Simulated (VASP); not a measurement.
Write the native input for VASP 6.6.1 that does the following.

```
Task                   : relaxation of cell and atoms
Functional             : LDA
Potentials or basis    : VASP PAW LDA potentials, release 64 (Ge_d)
Cutoff                 : 600 eV
k mesh                 : 11 × 11 × 10
Occupations            : fermi-dirac, width 0.05 eV
Spin                   : no spin polarisation
Dipole correction      : no
Further INCAR settings : ALGO = Normal; EDIFF = 1e-06; IBRION = 2; EDIFFG = -0.01; NSW = 60; ISIF = 3
```

The structure of Ge lies in POSCAR:

```
Ge
1.0
    1.3971490000     -2.6005160000      0.0000000000
    1.3971490000      2.6005160000      0.0000000000
    0.0000000000      0.0000000000      2.6982310000
Ge
1
Direct
    0.5000000000      0.5000000000      0.0000000000
```

One way to write it, as run:

INCAR

```
PREC = Accurate
ENCUT = 600
EDIFF = 1E-6
ISMEAR = -1
SIGMA = 0.05
LREAL = False
LASPH = True
NELM = 80
ALGO = Normal
ISIF = 3
LWAVE = False
LCHARG = False
IBRION = 2
NSW = 60
EDIFFG = -0.01
```

KPOINTS

```
regular mesh
0
Gamma
  11 11 10
```

Potentials or basis: VASP PAW LDA potentials, release 64 (Ge_d).

Command:

```bash
$ cat potpaw_LDA.64/Ge_d/POTCAR > POTCAR
$ mpirun -np 1 vasp_std > vasp.out
```

It gave:

```
Relaxed volume                        : 17.98 Å³/atom
Relaxed cell                          : a = 2.811 Å, b = 2.811 Å, c = 2.650 Å, α = 90.00°, β = 90.00°, γ = 120.84°
Space group after relaxing (to 0.1 Å) : P6/mmm (No. 191)
Energy gained by relaxing             : 34.2 meV/atom
Ionic steps                           : 12
Pressure after relaxing               : 0.0 GPa
Band gap on the k mesh                : zero (bands 7 and 8 overlap by 9.39 eV)
```

It took 4.2 min on 1 thread of Intel Xeon 8259CL, on a shared host, peak memory 0.18 GiB.
